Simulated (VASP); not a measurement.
# Si (a cell with a defect) in VASP: a series of runs

Runs on Si (a cell with a defect). Level: PBE. Tasks: single point.

Everything below comes from runs of VASP 6.6.1. Logs are shortened: lines on timing, memory, paths and dates and some standing lists are left out, and cuts for length are marked.

### 1 The cell of the first run

The cell holds a defect, 17 atoms: a = 7.679 Å, b = 7.679 Å, c = 7.679 Å, α = 60.00°, β = 60.00°, γ = 60.00°.

### 2 Single point, PBE

Input file INCAR:

```
PREC = Accurate
ENCUT = 520
EDIFF = 1E-6
ISMEAR = 0
SIGMA = 0.05
LREAL = Auto
LASPH = T
NELM = 60
ALGO = Normal
ISIF = 2
LWAVE = F
LCHARG = T
GGA = PE
LELF = T
LVHAR = T
NBANDS = 48
```

Input file KPOINTS:

```
Automatic mesh
0
Gamma
  2 2 2
```

Input file POSCAR:

```
Si
1.0
    0.0000000000      5.4300000000      5.4300000000
    5.4300000000      0.0000000000      5.4300000000
    5.4300000000      5.4300000000      0.0000000000
Si
17
Direct
   -0.0203235727      0.0069335175      0.0069637201
    0.1221290055      0.1213759669      0.1213923573
    0.0060310313     -0.0161354512      0.5053444751
    0.1221330571      0.1213639963      0.6356418969
    0.0060223757      0.5053398711     -0.0161813076
    0.1221281768      0.6356104972      0.1213902394
    0.0060293738      0.5052590239      0.5053225599
    0.1542870166      0.6154065378      0.6153732044
    0.4941989871      0.0005831492      0.0005857274
    0.6061335175      0.1314515654      0.1314642726
    0.4942118785      0.0005682320      0.5051463168
    0.6269514733      0.1169245856      0.6283220074
    0.4942003683      0.5051337017      0.0005815838
    0.6269252302      0.6283193370      0.1169368324
    0.5234118785      0.4923573665      0.4923693370
    0.6269567219      0.6282970534      0.6283162063
    0.9106349908      0.3633012891      0.3632143646
```

Potentials or basis: VASP PAW PBE potentials, release 64 (Si).

Command:

```console
$ cat potpaw_PBE.64/Si/POTCAR > POTCAR
$ mpirun -np 1 vasp_std > vasp.out
```

OUTCAR:

```text
PREC = Accurate
   ENCUT = 520
   EDIFF = 1E-6
   ISMEAR = 0
   LREAL = Auto
   LASPH = T
   NELM = 60
   ISIF = 2
   GGA = PE

 ion  position               nearest neighbor table
   1  0.980  0.007  0.007-   4 2.33   6 2.33   2 2.33  10 2.34
   2  0.122  0.121  0.121-   1 2.33   9 2.33   3 2.41   5 2.41  17 2.64
   3  0.006  0.984  0.505-   8 2.32  12 2.38  17 2.39   4 2.41   2 2.41
   4  0.122  0.121  0.636-   1 2.33  11 2.33   7 2.41   3 2.41  17 2.64
   5  0.006  0.505  0.984-   8 2.32  14 2.38  17 2.39   6 2.41   2 2.41
   6  0.122  0.636  0.121-   1 2.33  13 2.33   7 2.41   5 2.41  17 2.64
   7  0.006  0.505  0.505-   8 2.32  16 2.38  17 2.39   4 2.41   6 2.41
   8  0.154  0.615  0.615-  15 2.31   5 2.32   7 2.32   3 2.32
   9  0.494  0.001  0.001-   2 2.33  14 2.33  12 2.33  10 2.34
  10  0.606  0.131  0.131-   1 2.34   9 2.34  13 2.34  11 2.34
  11  0.494  0.001  0.505-   4 2.33  16 2.34  12 2.34  10 2.34
  12  0.627  0.117  0.628-   9 2.33  11 2.34  15 2.36   3 2.38  17 2.88
  13  0.494  0.505  0.001-   6 2.33  14 2.33  16 2.33  10 2.34
  14  0.627  0.628  0.117-   9 2.33  13 2.33  15 2.36   5 2.38  17 2.88
  15  0.523  0.492  0.492-   8 2.31  16 2.36  12 2.36  14 2.36  17 2.43
  16  0.627  0.628  0.628-  13 2.33  11 2.34  15 2.36   7 2.38  17 2.88
  17  0.911  0.363  0.363-   5 2.39   3 2.39   7 2.39  15 2.43   2 2.64   6 2.64   4 2.64  14 2.88
                            12 2.88  16 2.88

  LATTYP: Found a face centered cubic cell.
 ALAT       =    10.8600000000

  Lattice vectors:

 A1 = (   0.0000000000,   5.4300000000,   5.4300000000)
 A2 = (   5.4300000000,   0.0000000000,   5.4300000000)
 A3 = (   5.4300000000,   5.4300000000,   0.0000000000)

Analysis of symmetry for initial positions (statically):
=====================================================================
 Subroutine PRICEL returns:
 Original cell was already a primitive cell.

 Routine SETGRP: Setting up the symmetry group for a
 face centered cubic supercell.

 Subroutine GETGRP returns: Found  1 space group operations
 (whereof  1 operations were pure point group operations)
 out of a pool of 48 trial point group operations.

The static configuration has the point symmetry C_1 .

Analysis of symmetry for dynamics (positions and initial velocities):
=====================================================================
 Subroutine PRICEL returns:
 Original cell was already a primitive cell.

 Routine SETGRP: Setting up the symmetry group for a
 face centered cubic supercell.

 Subroutine GETGRP returns: Found  1 space group operations
 (whereof  1 operations were pure point group operations)
 out of a pool of 48 trial point group operations.

The dynamic configuration has the point symmetry C_1 .

 Subroutine INISYM returns: Found  1 space group operations
 (whereof  1 operations are pure point group operations),
 and found     1 'primitive' translations

----------------------------------------------------------------------------------------

                                     Primitive cell

  volume of cell :     320.2060

  direct lattice vectors                    reciprocal lattice vectors
     0.000000000  5.430000000  5.430000000    -0.092081031  0.092081031  0.092081031
     5.430000000  0.000000000  5.430000000     0.092081031 -0.092081031  0.092081031
     5.430000000  5.430000000  0.000000000     0.092081031  0.092081031 -0.092081031

  length of vectors
     7.679179644  7.679179644  7.679179644     0.159489025  0.159489025  0.159489025

  position of ions in fractional coordinates (direct lattice)
     0.979676427  0.006933518  0.006963720
     0.122129005  0.121375967  0.121392357
     0.006031031  0.983864549  0.505344475
     0.122133057  0.121363996  0.635641897
     0.006022376  0.505339871  0.983818692
     0.122128177  0.635610497  0.121390239
[... 9 lines left out ...]
     0.626956722  0.628297053  0.628316206
     0.910634991  0.363301289  0.363214365

  ion indices of the primitive-cell ions
   primitive index   ion index
                 1           1
                 2           2
                 3           3
                 4           4
                 5           5
                 6           6
[... 9 lines left out ...]
                16          16
                17          17

----------------------------------------------------------------------------------------

 KPOINTS: Automatic mesh

Automatic generation of k-mesh.
 Grid dimensions read from file:
 generate k-points for:    2    2    2

 Generating k-lattice:

  Cartesian coordinates                     Fractional coordinates (reciprocal lattice)
    -0.046040516  0.046040516  0.046040516     0.500000000  0.000000000  0.000000000
     0.046040516 -0.046040516  0.046040516     0.000000000  0.500000000  0.000000000
     0.046040516  0.046040516 -0.046040516     0.000000000  0.000000000  0.500000000

  Length of vectors
     0.079744512  0.079744512  0.079744512

  Shift w.r.t. Gamma in fractional coordinates (k-lattice)
     0.000000000  0.000000000  0.000000000

 Subroutine IBZKPT returns following result:
 ===========================================

 Found      8 irreducible k-points:

 Following reciprocal coordinates:
            Coordinates               Weight
  0.000000  0.000000  0.000000      1.000000
  0.500000  0.000000  0.000000      1.000000
  0.000000  0.500000  0.000000      1.000000
  0.000000  0.000000  0.500000      1.000000
  0.500000  0.500000  0.500000      1.000000
  0.500000  0.500000  0.000000      1.000000
  0.000000  0.500000  0.500000      1.000000
  0.500000  0.000000  0.500000      1.000000
   k-points           NKPTS =      8   k-points in BZ     NKDIM =      8   number of bands    NBANDS=     48
   number of dos      NEDOS =    301   number of ions     NIONS =     17
   total plane-waves  NPLWV = 216000
   dimension x,y,z NGX =    60 NGY =   60 NGZ =   60
   dimension x,y,z NGXF=   120 NGYF=  120 NGZF=  120
   ions per type =              17
   NGX,Y,Z   is equivalent  to a cutoff of  12.99, 12.99, 12.99 a.u.
   NGXF,Y,Z  is equivalent  to a cutoff of  25.98, 25.98, 25.98 a.u.
 SYSTEM =  unknown system
   PREC   = accura    normal or accurate (medium, high low for compatibility)
   ISTART =      0    job   : 0-new  1-cont  2-samecut
   ICHARG =      2    charge: 1-file 2-atom 10-const
   ISPIN  =      1    spin polarized calculation?
   LNONCOLLINEAR =      F non collinear calculations
   LSORBIT =      F    spin-orbit coupling
   LASPH  =      T    aspherical Exc in radial PAW
   ENCUT  =  520.0 eV  38.22 Ry    6.18 a.u.  14.28 14.28 14.28*2*pi/ulx,y,z
   NELM   =     60;   NELMIN=  2; NELMDL= -5     # of ELM steps
   EDIFF  = 0.1E-05   stopping-criterion for ELM
   LREAL  =      T    real-space projection
   EDIFFG = 0.1E-04   stopping-criterion for IOM
   NSW    =      0    number of steps for IOM
   IBRION =     -1    ionic relax: 0-MD 1-quasi-New 2-CG
   NFREE  =      0    steps in history (QN), initial steepest desc. (CG)
   ISIF   =      2    stress and relaxation
   ISYM   =      2    0-nonsym 1-usesym 2-fastsym
   POTIM  = 0.5000    time-step for ionic-motion
   TEBEG  =    0.0;   TEEND  =   0.0 temperature during run
   PSTRESS=    0.0 pullay stress
   NELECT =      68.0000    total number of electrons
   NUPDOWN=      -1.0000    fix difference up-down
   EMIN   =  10.00;   EMAX   =-10.00  energy-range for DOS
   EFERMI =   0.00;   METHOD = LEGACY
   ISMEAR =     0;   SIGMA  =   0.05  broadening in eV -4-tet -1-fermi 0-gaus
   EFERMI_NEDOS =   21; number of points for ismear=-14 and -15
   IALGO  =     38    algorithm
   IMIX   =      4    mixing-type and parameters
     AMIX     =   0.40;   BMIX     =  1.00
     AMIX_MAG =   1.60;   BMIX_MAG =  1.00
  volume/ion in A,a.u.               =      18.84       127.11
  Fermi-wavevector in a.u.,A,eV,Ry     =   0.976715  1.845724 12.979587  0.953973
  Thomas-Fermi vector in A             =   2.107356
   LORBIT       =      0    0 simple, 1 ext, 2 COOP (PROOUT), +10 PAW based schemes
   GGA     = PE    functional components
   LHFCALC =     F    Hartree Fock is set to
   AEXX    =    0.0000 exact exchange contribution
   IVDW    =     0    specifies the selected vdW correction
   LEPSILON=     F    determine dielectric tensor
   LRPA    =     F    only Hartree local field effects (RPA)
 non-spin polarized calculation
 Gauss-broadening in eV      SIGMA  =   0.05
  energy-cutoff  :      520.00
  volume of cell :      320.21
 maximum number of plane-waves:      8646
 NGX is ok and might be reduce to    60
   NGX = 29   NGY = 29   NGZ = 29

 number of electron      67.9999999 magnetization

 Free energy of the ion-electron system (eV)
  ---------------------------------------------------
  ext. energy  EPLUGINS =         0.00000000
  ---------------------------------------------------
  free energy    TOTEN  =       -87.93536822 eV

  energy without entropy =      -87.92543540  energy(sigma->0) =      -87.93040181

 E-fermi :   6.8965     XC(G=0):  -9.6785

 val. band max:        6.7323515224   @ k =   0.0000   0.0000   0.0000
 cond. band min:       6.9120844773   @ k =   0.5000   0.0000   0.5000
 fundamental gap:      0.1797329548
 Fermi energy:         6.8965452633

 k-point     1 :       0.0000    0.0000    0.0000
  band No.  band energies     occupation
      1      -6.3075      2.00000
      2      -3.7986      2.00000
      3      -3.6332      2.00000
      4      -3.6331      2.00000
      5      -3.5641      2.00000
      6      -2.7776      2.00000
[... 38 lines left out ...]
     45       8.1829      0.00000
     46       8.9618      0.00000

 k-point     2 :       0.5000    0.0000    0.0000
  band No.  band energies     occupation
      1      -5.9168      2.00000
      2      -4.9197      2.00000
      3      -3.5355      2.00000
      4      -3.4337      2.00000
      5      -3.4335      2.00000
      6      -2.9643      2.00000
[... 286 lines left out ...]
 k-point     8 :       0.5000    0.0000    0.5000
  band No.  band energies     occupation
      1      -5.7669      2.00000
      2      -4.7177      2.00000
      3      -3.9969      2.00000
      4      -3.8805      2.00000
      5      -3.8541      2.00000
      6      -3.6293      2.00000
[... 38 lines left out ...]
     45      10.1256      0.00000
     46      10.2578      0.00000
 [bands above 46 left out]

------------------------ aborting loop because EDIFF is reached ----------------------------------------

  FORCE on cell =-STRESS in cart. coord.  units (eV):
  Direction    XX          YY          ZZ          XY          YZ          ZX
  --------------------------------------------------------------------------------------
  -------------------------------------------------------------------------------------
  Total       10.3314935     10.3281559     10.3315644      0.1813817     -0.1810997      0.1780847
  in kB       51.6944841     51.6777841     51.6948388      0.9075585     -0.9061474      0.8910618
  external PRESSURE =      51.6890357 kB  Pullay stress =       0.0000000 kB

 VOLUME and BASIS-vectors are now :
 -----------------------------------------------------------------------------
  energy-cutoff  :      520.00
  volume of cell :      320.21
      direct lattice vectors                 reciprocal lattice vectors
     0.000000000  5.430000000  5.430000000    -0.092081031  0.092081031  0.092081031
     5.430000000  0.000000000  5.430000000     0.092081031 -0.092081031  0.092081031
     5.430000000  5.430000000  0.000000000     0.092081031  0.092081031 -0.092081031

 POSITION                                       TOTAL-FORCE (eV/Angst)
 -----------------------------------------------------------------------------------
      0.07546      5.35746      5.35729        -0.044937      0.045465      0.045575
      1.31823      1.32232      1.32223         0.004294      0.030278      0.030601
      8.08640      2.77677      5.37513         0.015985     -0.017800      0.042484
      4.11054      4.11472      1.32219        -0.031195     -0.004319      0.031162
      8.08613      5.37484      2.77670         0.016686      0.042669     -0.017989
      4.11051      1.32230      4.11452        -0.031138      0.030858     -0.005028
[... 9 lines left out ...]
      6.82341      6.81613      6.81603        -0.018346     -0.005206     -0.005070
      3.94498      6.91700      6.91747         0.101898     -0.098310     -0.099266
 -----------------------------------------------------------------------------------
    total drift:                               -0.000596     -0.001041     -0.000338

  FREE ENERGIE OF THE ION-ELECTRON SYSTEM (eV)
  ---------------------------------------------------
  free  energy   TOTEN  =       -87.9353682235 eV

  energy  without entropy=      -87.9254354007  energy(sigma->0) =      -87.93040181
```

It took 3 min on 1 thread of Intel Xeon Platinum 8559C (Emerald Rapids), shared host; peak memory 0.45 GiB.

What came out:

```
Free energy            : -87.9354 eV
Pressure               : 5.2 GPa
Largest force          : 0.173 eV/Å
Band gap on the k mesh : zero (band 34 reaches 6.91 eV, above the bottom of band 35 at 6.73 eV)
```

Forces in eV/Å, atoms in the order of the input:
```
Si  -0.045  0.045  0.046
Si   0.004  0.030  0.031
Si   0.016 -0.018  0.042
Si  -0.031 -0.004  0.031
Si   0.017  0.043 -0.018
Si  -0.031  0.031 -0.005
Si  -0.042 -0.017 -0.016
Si   0.056 -0.058 -0.057
Si  -0.009  0.025  0.025
Si  -0.046  0.046  0.046
Si  -0.025  0.010  0.025
Si   0.005 -0.007  0.019
Si  -0.025  0.025  0.010
Si   0.005  0.020 -0.006
Si   0.066 -0.068 -0.068
Si  -0.018 -0.005 -0.005
Si   0.102 -0.098 -0.099
```

Levels at points of the mesh, in eV from the Fermi level:
| k point | band 32 | band 33 | band 34 | band 35 | band 36 | band 37 |
| --- | --- | --- | --- | --- | --- | --- |
| (0.00, 0.00, 0.00) | -0.79 | -0.79 | -0.36 | -0.16 | -0.16 | 0.09 |
| (0.50, 0.00, 0.00) | -1.40 | -1.40 | -0.35 | 0.45 | 0.45 | 1.01 |
| (0.00, 0.50, 0.00) | -1.44 | -1.32 | -0.29 | 0.40 | 0.69 | 0.84 |
| (0.00, 0.00, 0.50) | -1.44 | -1.32 | -0.29 | 0.40 | 0.69 | 0.84 |
| (0.50, 0.50, 0.50) | -1.44 | -1.32 | -0.29 | 0.40 | 0.69 | 0.84 |
| (0.50, 0.50, 0.00) | -1.86 | -0.96 | 0.02 | 0.64 | 1.05 | 1.12 |
| (0.00, 0.50, 0.50) | -1.86 | -0.96 | 0.02 | 0.64 | 1.05 | 1.12 |
| (0.50, 0.00, 0.50) | -1.86 | -0.96 | 0.02 | 0.64 | 1.05 | 1.12 |

Caveat: the k points lie up to 0.50 Å⁻¹ apart.

### 3 Single point, PBE

Input file INCAR:

```
PREC = Accurate ; ENCUT = 520
EDIFF = 1E-6 ; ISMEAR = 0
SIGMA = 0.05 ; LREAL = Auto
LASPH = True ; NELM = 80
ALGO = Normal ; ISIF = 2
LWAVE = False ; LCHARG = False
GGA = PE ; NBANDS = 48
```

KPOINTS is that of step 2.

Input file POSCAR:

```
Si
1.0
    0.0000000000      5.4300000000      5.4300000000
    5.4300000000      0.0000000000      5.4300000000
    5.4300000000      5.4300000000      0.0000000000
Si
17
Direct
   -0.0343934622      0.0116140884      0.0115824125
    0.1169172192      0.1202903315      0.1202676796
    0.0067894107     -0.0256755985      0.5095814917
    0.1168835175      0.1203205341      0.6428988029
    0.0068322284      0.5096016575     -0.0256471455
    0.1169023941      0.6429386740      0.1202797422
    0.0067686004      0.5097260589      0.5096140884
    0.1786123389      0.6072662983      0.6072837937
    0.4886342541      0.0010406998      0.0009801105
    0.5917365562      0.1362420810      0.1361870166
    0.4885873849      0.0010590239      0.5096945672
    0.6290329650      0.1120944751      0.6295885820
    0.4886168508      0.5097525783      0.0009849908
    0.6290654696      0.6296453959      0.1120345304
    0.5539615101      0.4821616943      0.4821117864
    0.6290161142      0.6296844383      0.6295978821
    0.9541736648      0.3487303867      0.3488084715
```

Potentials or basis: VASP PAW PBE potentials, release 64 (Si).

Command:

```console
$ cat potpaw_PBE.64/Si/POTCAR > POTCAR
$ mpirun -np 1 vasp_std > vasp.out
```

Wall time 2.6 min (1 thread of Intel Xeon Platinum 8559C (Emerald Rapids), shared host); peak memory 0.46 GiB.

The run converged. Its results:

| Quantity | Value |
| --- | --- |
| Free energy | -87.7575 eV |
| Pressure | 4.7 GPa |
| Largest force | 0.501 eV/Å |
| Band gap on the k mesh | zero (band 34 reaches 6.86 eV, above the bottom of band 35 at 6.77 eV) |

Forces on the atoms (eV/Å):
```
Si  -0.056  0.055  0.055
Si  -0.033  0.025  0.026
Si   0.001 -0.001  0.116
Si  -0.026  0.034  0.025
Si   0.001  0.115 -0.002
Si  -0.026  0.025  0.033
Si  -0.116 -0.001 -0.002
Si   0.056 -0.056 -0.056
Si  -0.036  0.028  0.027
Si  -0.054  0.055  0.055
Si  -0.027  0.036  0.027
Si   0.002 -0.002  0.041
Si  -0.026  0.028  0.037
Si   0.001  0.041 -0.001
Si   0.091 -0.092 -0.092
Si  -0.040 -0.001 -0.001
Si   0.288 -0.290 -0.289
```

Stress tensor (GPa, compression positive):
```
 4.73  0.47  0.47
 0.47  4.74 -0.47
 0.47 -0.47  4.73
```

Levels at points of the mesh, in eV from the Fermi level:
```
           k point  band 31  band 32  band 33  band 34  band 35  band 36  band 37  band 38
(0.00, 0.00, 0.00)    -0.90    -0.74    -0.74    -0.50    -0.07    -0.07     0.16     0.16
(0.50, 0.00, 0.00)    -1.49    -1.34    -1.34    -0.32     0.40     0.40     1.14     1.14
(0.00, 0.50, 0.00)    -1.44    -1.41    -1.06    -0.12     0.14     0.78     0.88     0.94
(0.00, 0.00, 0.50)    -1.44    -1.41    -1.06    -0.12     0.14     0.78     0.88     0.94
(0.50, 0.50, 0.50)    -1.44    -1.41    -1.06    -0.12     0.14     0.78     0.88     0.94
(0.50, 0.50, 0.00)    -1.95    -1.78    -0.84     0.01     0.47     1.20     1.33     1.35
(0.00, 0.50, 0.50)    -1.95    -1.78    -0.84     0.01     0.47     1.20     1.33     1.35
(0.50, 0.00, 0.50)    -1.95    -1.79    -0.84     0.01     0.47     1.20     1.33     1.35
```

Caveat: the k points lie up to 0.50 Å⁻¹ apart.
